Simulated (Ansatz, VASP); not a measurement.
**Mg3ZrN in VASP and in Ansatz**

```
Mg Zr N
1.0
     5.03708    0.00000    0.00000
    -2.51854    4.36224    0.00000
     0.00000    0.00000    6.98896
Mg Zr N
3 1 1
Direct
  0.33333 0.66667 0.28845
  0.66667 0.33333 0.28845
  0.00000 0.00000 0.53543
  0.00000 0.00000 0.07340
  0.00000 0.00000 0.81456
```

Alike in both runs: functional PBE; k mesh 6 × 6 × 4; occupations gaussian, width 0.1 eV; no spin polarisation.

Ansatz relaxed the structure, and its values are those at the end. VASP's run is a single point on that final structure, the one shown.

```csv
,VASP,Ansatz
version,VASP 6.6.1,Ansatz 0.2.0
potentials or method,"VASP PAW PBE potentials, release 64 (Mg, Zr_sv, N), cutoff 520 eV","scalar-relativistic, plane waves, PAW"
valence electrons in the cell,23,47
```

|  | VASP | Ansatz | Ansatz less VASP |
| --- | --- | --- | --- |
| gap on the k mesh at the Fermi level (eV) | none | none | - |
| pressure (GPa) | 0.0 | 0.0 | -0.04 |
| rms of the force components (eV/Å) | 0.061 | 0.009 | -0.0518 |

A gap of «none» marks a metal or a gap that the smearing closes. With one functional, cell and mesh, what is left measures potentials, basis and numerics. VASP's potentials hold 23 valence electrons a cell and Ansatz's 47, so a difference there can come from the potentials and not from the codes.
